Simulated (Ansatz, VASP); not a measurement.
ZnInH3 in VASP and in Ansatz

File INCAR:

```
SYSTEM = ZnInH3
  PREC = Accurate
  ENCUT = 520
  EDIFF = 1E-6
  ISMEAR = 0
  SIGMA = 0.1
  LREAL = .False.
  LASPH = .True.
  NELM = 60
  ALGO = Normal
  ISIF = 2
  LWAVE = .False.
  LCHARG = .False.
  GGA = PE
  NBANDS = 39
```

The input KPOINTS:

```
Automatic mesh
0
Gamma
  4 4 4
  0 0 0
```

POSCAR

```
ZnInH3
1.0
    5.9448651000      0.0000000000      0.0000000000
    0.0000000000      5.9448651000      0.0000000000
    0.0000000000      0.0000000000      4.2036544200
Zn In H
2 2 6
Direct
    0.5000000000      0.0000000000      0.0300491800
    0.0000000000      0.5000000000      0.9699508200
    0.0000000000      0.0000000000      0.5000000000
    0.5000000000      0.5000000000      0.5000000000
    0.7846751200      0.7846751200      0.0000000000
    0.7153248800      0.2846751200      0.0000000000
    0.5000000000      0.0000000000      0.5000000000
    0.2153248800      0.2153248800      0.0000000000
    0.2846751200      0.7153248800      0.0000000000
    0.0000000000      0.5000000000      0.5000000000
```

Input for Ansatz:

```yaml
crystal:
  lattice:
    - [5.9448651, 0.0, 0.0]
    - [0.0, 5.9448651, 0.0]
    - [0.0, 0.0, 4.20365442]
  atoms:
    - { symbol: Zn, position: [0.5, 0.0, 0.03004918] }
    - { symbol: Zn, position: [0.0, 0.5, 0.96995082] }
    - { symbol: In, position: [0.0, 0.0, 0.5] }
    - { symbol: In, position: [0.5, 0.5, 0.5] }
    - { symbol: H, position: [0.78467512, 0.78467512, 0.0] }
    - { symbol: H, position: [0.71532488, 0.28467512, 0.0] }
    - { symbol: H, position: [0.5, 0.0, 0.5] }
    - { symbol: H, position: [0.21532488, 0.21532488, 0.0] }
    - { symbol: H, position: [0.28467512, 0.71532488, 0.0] }
    - { symbol: H, position: [0.0, 0.5, 0.5] }
basis:
  ecutwfc: 420
kpoints:
  mp_grid: { grid: [4, 4, 4] }
hamiltonian:
  xc: pbe
scf:
  occupations: { method: gaussian, width: 0.1 }
  lower_state_search: "off"
output:
  forces: true
  stress: true
  eigenvalues: true
```

Alike in both runs: task single point; functional PBE; k mesh 4 × 4 × 4; occupations gaussian, width 0.1 eV; no spin polarisation.

```csv
,VASP,Ansatz
version,VASP 6.6.1,Ansatz 0.2.0
potentials or method,"VASP PAW PBE potentials, release 64 (Zn, In_d, H), cutoff 520 eV","scalar-relativistic, plane waves, PAW"
valence electrons in the cell,56,56
```

```tsv
	VASP	Ansatz	Ansatz less VASP
gap on the k mesh at the Fermi level (eV)	none	none	-
pressure (GPa)	-7.1	-7.1	+0.06
traceless stress, the component that is largest in VASP (GPa)	0.13	0.13	-0.001
rms of the force components (eV/Å)	0.101	0.103	+0.0015
```

Atom by atom the forces differ by 0.002 eV/Å (rms over components). A gap of «none» marks a metal or a gap that the smearing closes. The functional is the same, so the differences come from potentials, cutoffs and numerics.

The k mesh is coarse, so the values compare programs but aren't converged.
